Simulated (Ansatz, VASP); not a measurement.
## ZnCu: VASP beside Ansatz

The input INCAR:

```
  ALGO = Fast
  EDIFF = 1E-7
  ENCUT = 520
  GGA = PS
  ISIF = 2
  ISMEAR = 0
  LASPH = True
  LCHARG = False
  LREAL = False
  LWAVE = False
  NBANDS = 18
  NELM = 100
  PREC = Accurate
  SIGMA = 0.15
```

Contents of KPOINTS:

```
k-points
0
Gamma
  16 16 16
```

POSCAR

```
ZnCu
1.0
    2.8272000000      0.0000000000      0.0000000000
    0.0000000000      2.8272000000      0.0000000000
    0.0000000000      0.0000000000      3.1806000000
Zn Cu
1 1
Direct
    0.5000000000      0.5000000000      0.5000000000
    0.0000000000      0.0000000000      0.0000000000
```

Input for Ansatz:

```yaml
crystal:
  lattice:
    - [2.8272, 0.0, 0.0]
    - [0.0, 2.8272, 0.0]
    - [0.0, 0.0, 3.1806]
  atoms:
    - { symbol: Zn, position: [0.5, 0.5, 0.5] }
    - { symbol: Cu, position: [0.0, 0.0, 0.0] }
basis:
  ecutwfc: 420
kpoints:
  mp_grid: { grid: [16, 16, 16] }
hamiltonian:
  xc: pbesol
scf:
  occupations: { method: gaussian, width: 0.15 }
output:
  forces: true
  stress: true
  eigenvalues: true
```

Change from the starting cell: strain -0.040 along x and y, +0.080 along z, atoms carried along.

Alike in both runs: task single point; functional PBEsol; k mesh 16 × 16 × 16; occupations gaussian, width 0.15 eV; no spin polarisation.

```csv
,VASP,Ansatz
version,VASP 6.6.1,Ansatz 0.2.0
potentials or method,"VASP PAW PBE potentials, release 64 (Zn, Cu), cutoff 520 eV","scalar-relativistic, plane waves, PAW"
valence electrons in the cell,23,31
```

|  | VASP | Ansatz | Ansatz less VASP |
| --- | --- | --- | --- |
| gap on the k mesh at the Fermi level (eV) | none | none | - |
| pressure (GPa) | -3.3 | -4.1 | -0.83 |
| traceless stress, the component that is largest in VASP (GPa) | 0.33 | 0.35 | +0.022 |

VASP's potentials were made for PBE, not for PBEsol. A gap of «none» marks a metal or a gap that the smearing closes. VASP's potentials hold 23 valence electrons a cell and Ansatz's 31, so a difference there can come from the potentials and not from the codes.
